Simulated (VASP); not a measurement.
Write the native input for VASP 6.6.1 that does the following.

```yaml
Task: single point
Functional: PBE
Potentials_or_basis: VASP PAW PBE potentials, release 64 (Er_3, Se), 4f in core
Cutoff: 500 eV
k_mesh: 14 × 14 × 6
Occupations: gaussian, width 0.1 eV
Spin: no spin polarisation
Dipole_correction: no
Further_INCAR_settings: ALGO = Normal; EDIFF = 1e-06; NBANDS = 24
```

The structure of Er3Se lies in POSCAR:

```
Er3Se
1.0
    3.5549159240      0.0000000000      0.0000000000
    0.0000000000      3.5549159240      0.0000000000
    0.0000000000      0.0000000000      8.3834343818
Er Se
3 1
Direct
    0.5000000000      0.5000000000      0.7891404784
    0.0000000000      0.0000000000      0.5000000000
    0.5000000000      0.5000000000      0.2108595216
    0.0000000000      0.0000000000      0.0000000000
```

The cell was generated, and may not be a known phase.

The input as run:

INCAR

```
PREC = Accurate
ENCUT = 500
EDIFF = 1E-6
ISMEAR = 0
SIGMA = 0.1
LREAL = False
LASPH = True
NELM = 200
ALGO = Normal
ISIF = 2
LWAVE = False
LCHARG = False
GGA = PE
NBANDS = 24
GGA_COMPAT = False
LMAXMIX = 6
```

KPOINTS

```
regular mesh
0
Gamma
  14 14 6
```

Potentials or basis: VASP PAW PBE potentials, release 64 (Er_3, Se), 4f in core.

Run with:

```sh
$ cat potpaw_PBE.64/Er_3/POTCAR potpaw_PBE.64/Se/POTCAR > POTCAR
$ mpirun -np 1 vasp_std > vasp.out
```

Results of the run:

| Item | Value |
| --- | --- |
| Pressure | 0.6 GPa |
| Largest force | 0.011 eV/Å |
| Band gap on the k mesh | zero (an odd number of electrons rules out a gap without spin polarisation) |

Caveat: spin-orbit coupling is left out, which moves the levels of the heavy elements; the 4f electrons are frozen in the core, so they carry no moment and show no levels; the run has no spin polarisation, though such a crystal can be magnetic.

Wall time 7 min on 1 thread of AMD EPYC 7R43 64-Core Processor (Zen 3), with other jobs on the host, peak memory 0.4 GiB.
